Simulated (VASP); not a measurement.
Runs of VASP 6.6.1 on Be. The structure is that of space group P6_3/mmc (No. 194), or close to it. The cells are those of the table. 

| cell | gap on the mesh (eV) | pressure (GPa) |
| --- | --- | --- |
| a = 2.107, b = 2.107, c = 4.289 Å, angles 90.0, 90.0, 120.0°, 2 atoms | none | 6.1 |
| a = 2.331, b = 2.331, c = 3.504 Å, angles 90.0, 90.0, 120.0°, 2 atoms | none | -3.9 |
| a = 2.228, b = 2.228, c = 3.837 Å, angles 90.0, 90.0, 120.0°, 2 atoms | none | (c) |
| a = 2.477, b = 2.477, c = 3.103 Å, angles 90.0, 90.0, 120.0°, 2 atoms | none | 2.3 |
| a = 2.262, b = 2.262, c = 3.720 Å, angles 90.0, 90.0, 120.0°, 2 atoms | none | -4.8 |
| a = 2.164, b = 2.164, c = 4.066 Å, angles 90.0, 90.0, 120.0°, 2 atoms | none | (b) |
| a = 2.428, b = 2.428, c = 3.231 Å, angles 90.0, 90.0, 120.0°, 2 atoms | none | -0.2 |
| a = 2.364, b = 2.364, c = 3.406 Å, angles 90.0, 90.0, 120.0°, 2 atoms | none | (a) |

Alike in all rows: task single point; level PBE; potentials or basis VASP PAW PBE potentials, release 64 (Be); no spin polarisation; k mesh 24 × 24 × 14; cutoff (eV) 520; smearing gaussian 0.15 eV.

Task: Estimate the missing entries.

Result: (a) -2.9; (b) 0.5; (c) -3.7.

A gap of «none» marks levels without a gap at the run's occupations.
